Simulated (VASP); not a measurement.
Here is a VASP 6.6.1 calculation.

The input INCAR:

```
SYSTEM = NaCl
PREC = Accurate
ENCUT = 520
EDIFF = 1E-6
ISMEAR = 0
SIGMA = 0.05
LREAL = .False.
LASPH = .True.
NELM = 60
ALGO = Normal
ISIF = 2
LWAVE = .False.
LCHARG = .True.
GGA = PS
LELF = .True.
LVHAR = .True.
NBANDS = 14
```

KPOINTS

```
regular mesh
0
Gamma
  6 6 6
  0 0 0
```

File POSCAR:

```
NaCl
1.0
    3.2220148000      0.0000000000      0.0000000000
    0.0000000000      3.2220148000      0.0000000000
    0.0000000000      0.0000000000      3.7823652000
Na Cl
1 1
Direct
    0.0000000000      0.0000000000      0.0000000000
    0.5000000000      0.5000000000      0.5000000000
```

Potentials or basis: VASP PAW PBE potentials, release 64 (Na_pv, Cl).

Launch:

```sh
$ cat potpaw_PBE.64/Na_pv/POTCAR potpaw_PBE.64/Cl/POTCAR > POTCAR
$ mpirun -np 1 vasp_std > vasp.out
```

Q: Estimate the band gap on the k mesh.

A: 3.22 eV (least direct gap 3.72 eV).

Q: Estimate the pressure.

A: 2.0 GPa.

Stress tensor (GPa, compression positive):
```
 6.46  0.00  0.00
 0.00  6.46  0.00
 0.00  0.00 -7.04
```

Caveat: the cell differs from its parent crystal (strain -0.080 along x and y, +0.080 along z); the PAW data sets were made with another functional, which shifts forces and pressure a little. A k mesh can miss the band edges.
